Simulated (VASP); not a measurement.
Runs of VASP 6.6.1 on Si2B. The structure is that of space group Pn-3m (No. 224), or close to it. The cells are those of the table. 

| task | cell | k mesh | cutoff (eV) | gap on the mesh (eV) | pressure (GPa) | relaxed volume (Å³/atom) |
| --- | --- | --- | --- | --- | --- | --- |
| single point | a = 4.528 Å, 6 atoms | 8 × 8 × 8 | 520 | none | -0.1 | - |
| relaxation of cell and atoms | relaxed from a = 4.540 Å, 6 atoms | 8 × 8 × 8 | 600 | none | 0.0 | (a) |
| single point | a = 4.540 Å, 6 atoms | 4 × 4 × 4 | 520 | none | -0.1 | - |
| relaxation of cell and atoms | relaxed from a = 4.343 Å, 6 atoms | 4 × 4 × 4 | 600 | none | 0.0 | 15.58 |
| single point | a = 4.343 Å, 6 atoms | 4 × 4 × 4 | 520 | none | 16.1 | - |

Alike in all rows: level r2SCAN; potentials or basis VASP PAW PBE potentials, release 64 (Si, B); no spin polarisation; smearing gaussian 0.1 eV.

Fill in the values left out.

(a) 15.46.

Caveats: some runs use coarse meshes; the PAW data sets were made with another functional, which shifts forces and pressure a little.

A gap of «none» marks levels without a gap at the run's occupations.
